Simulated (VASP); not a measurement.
Write the native input for VASP 6.6.1 that does the following.

```
Task                   : single point
Functional             : PBE
Potentials or basis    : VASP PAW PBE potentials, release 64 (B, N)
Cutoff                 : 600 eV
k mesh                 : 3 × 3 × 3
Occupations            : gaussian, width 0.01 eV
Spin                   : no spin polarisation
Dipole correction      : no
Further INCAR settings : ALGO = Normal; EDIFF = 1e-06; NBANDS = 11
```

The structure of BN lies in POSCAR:

```
BN
1.0
    0.0000000000      1.8080000000      1.8080000000
    1.8080000000      0.0000000000      1.8080000000
    1.8080000000      1.8080000000      0.0000000000
B N
1 1
Direct
    0.0000000000      0.0000000000      0.0000000000
    0.2500000000      0.2500000000      0.2500000000
```

These files were run (other wordings do the same):

INCAR

```
SYSTEM = BN
PREC = Accurate
ENCUT = 600
EDIFF = 1E-6
ISMEAR = 0
SIGMA = 0.01
LREAL = .FALSE.
LASPH = .TRUE.
NELM = 120
ALGO = Normal
ISIF = 2
LWAVE = .FALSE.
LCHARG = .TRUE.
GGA = PE
LELF = .TRUE.
LVHAR = .TRUE.
NBANDS = 11
GGA_COMPAT = .FALSE.
```

KPOINTS

```
Automatic mesh
0
G
  3 3 3
  0 0 0
```

Potentials or basis: VASP PAW PBE potentials, release 64 (B, N).

Launch:

```console
$ cat potpaw_PBE.64/B/POTCAR potpaw_PBE.64/N/POTCAR > POTCAR
$ mpirun -np 1 vasp_std > vasp.out
```

Results of the run:

```
Pressure               : 6.1 GPa
Band gap on the k mesh : 5.60 eV, indirect (least direct gap 8.71 eV)
```

Caveat: the k points lie up to 1.00 Å⁻¹ apart.

It took 2.7 s on 1 thread of AMD EPYC 7R13, with other jobs on the host, peak memory 0.08 GiB.
